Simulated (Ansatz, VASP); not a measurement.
## One calculation of Pt, two programs

```xyz
1
Lattice="0.0000 1.9706 1.9706 1.9706 0.0000 1.9706 1.9706 1.9706 0.0000" Properties=species:S:1:pos:R:3 pbc="T T T"
Pt    0.0000    0.0000    0.0000
```

Alike in both runs: task single point; functional r2SCAN; k mesh 14 × 14 × 14; occupations methfessel-paxton of order 1, width 0.6 eV; no spin polarisation.

|  | VASP | Ansatz |
| --- | --- | --- |
| version | VASP 6.6.1 | Ansatz 0.2.0 |
| potentials or method | VASP PAW PBE potentials, release 64 (Pt), cutoff 520 eV | plane waves (500 eV) with PAW, scalar-relativistic |
| valence electrons in the cell | 10 | 18 |

VASP gave:

```
pressure (GPa) : 0.6
```

Q: Estimate Ansatz's values.

A: Pressure (GPa): -0.1.

VASP's potentials were made for PBE, not for r2SCAN. VASP's potentials hold 10 valence electrons a cell and Ansatz's 18, so a difference there can come from the potentials and not from the codes.

Neither program's run includes spin-orbit coupling.
